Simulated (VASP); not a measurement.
A run of VASP 6.6.1 is set up as follows.

The input POSCAR:

```
Li3SF
1.0
    4.4811012190      0.0000000000      0.0000000000
    0.0000000000      4.4811012190      0.0000000000
    0.0000000000      0.0000000000      4.4811012190
F S Li
1 1 3
Direct
    0.0000000000      0.0000000000      0.0000000000
    0.5000000000      0.5000000000      0.5000000000
    0.5000000000      0.5000000000      0.0000000000
    0.5000000000      0.0000000000      0.5000000000
    0.0000000000      0.5000000000      0.5000000000
```

INCAR.step1

```
PREC = Accurate
ENCUT = 520
ISMEAR = 0
SIGMA = 0.01
LREAL = False
LASPH = True
NELM = 100
NBANDS = 19
GGA = PE
ALGO = Normal
EDIFF = 1E-4
LWAVE = True
LCHARG = False
```

File INCAR.step2:

```
PREC = Accurate
ENCUT = 520
EDIFF = 1E-6
ISMEAR = 0
SIGMA = 0.01
LREAL = False
LASPH = True
NELM = 100
ALGO = Normal
ISIF = 2
LWAVE = False
LCHARG = False
METAGGA = R2SCAN
LMIXTAU = True
NBANDS = 19
ISTART = 1
```

The input KPOINTS:

```
Automatic mesh
0
Gamma
  6 6 6
```

Potentials or basis: VASP PAW PBE potentials, release 64 (F, S, Li_sv).

Run with:

```sh
$ cat potpaw_PBE.64/F/POTCAR potpaw_PBE.64/S/POTCAR potpaw_PBE.64/Li_sv/POTCAR > POTCAR
$ cp INCAR.step1 INCAR
$ mpirun -np 1 vasp_std > vasp.out
$ cp INCAR.step2 INCAR
$ mpirun -np 1 vasp_std > vasp.out
```

Question: What does it give for the band gap on the k mesh?

Answer: 4.60 eV, indirect (least direct gap 4.75 eV).

Caveat: the PAW data sets were made with another functional, which shifts forces and pressure a little. r2SCAN opens gaps a little over a GGA but as a rule still falls short of measured ones.
